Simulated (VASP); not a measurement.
Crystal: MoS2.

```xyz
6
Lattice="3.1492 0.0000 0.0000 -1.5746 2.7273 0.0000 0.0000 0.0000 12.0899" Properties=species:S:1:pos:R:3 pbc="T T T"
Mo    0.0000    1.8182    3.0225
Mo    1.5746    0.9091    9.0674
S     0.0000    1.8182    7.5016
S     1.5746    0.9091    1.4567
S     0.0000    1.8182   10.6331
S     1.5746    0.9091    4.5882
```

| Quantity | Value |
| --- | --- |
| Program | VASP 6.6.1 |
| Task | relaxation of cell and atoms |
| Functional | LDA |
| Potentials or basis | VASP PAW LDA potentials, release 64 (Mo_sv, S) |
| Cutoff | 600 eV |
| k mesh | 12 × 12 × 4 |
| Occupations | gaussian, width 0.02 eV |
| Spin | no spin polarisation |

At the start: pressure -3.7 GPa; volume 17.31 Å³/atom.

Where does the relaxation end?

Over 15 steps the energy falls by 4.7 meV/atom and the volume is 17.01 Å³/atom (-1.7 %); space group P6_3/mmc (No. 194, to 0.05 Å).

Step by step:
| step | energy change (eV) | largest force (eV/Å) | pressure (GPa) | volume (Å³) |
| --- | --- | --- | --- | --- |
| 1 | 0.0000 | 0.3848 | -3.68 | 103.83 |
| 2 | 0.0999 | 1.0280 | 8.62 | 97.97 |
| 3 | -0.0272 | 0.0306 | -0.15 | 101.93 |
| 4 | -0.0272 | 0.0393 | -0.08 | 101.89 |
| 5 | -0.0282 | 0.0107 | 0.04 | 101.70 |
| 6 | -0.0282 | 0.0091 | 0.03 | 101.71 |
| 7 | -0.0282 | 0.0081 | 0.04 | 101.71 |
| 8 | -0.0282 | 0.0130 | -0.01 | 101.76 |
| 9 | -0.0282 | 0.0233 | -0.13 | 101.87 |
| 10 | -0.0282 | 0.0202 | -0.10 | 101.83 |
| 11 | -0.0283 | 0.0193 | -0.09 | 101.84 |
| 12 | -0.0283 | 0.0176 | -0.09 | 101.86 |
| 13 | -0.0283 | 0.0146 | -0.07 | 101.89 |
| 14 | -0.0283 | 0.0085 | -0.06 | 101.96 |
| 15 | -0.0283 | 0.0040 | -0.02 | 102.09 |

Final structure:
```xyz
6
Lattice="3.1239 0.0000 0.0000 -1.5619 2.7053 0.0000 0.0000 0.0000 12.0798" Properties=species:S:1:pos:R:3 pbc="T T T"
Mo    0.0000    1.8036    3.0199
Mo    1.5619    0.9018    9.0598
S     0.0000    1.8036    7.5056
S     1.5619    0.9018    1.4658
S     0.0000    1.8036   10.6140
S     1.5619    0.9018    4.5741
```
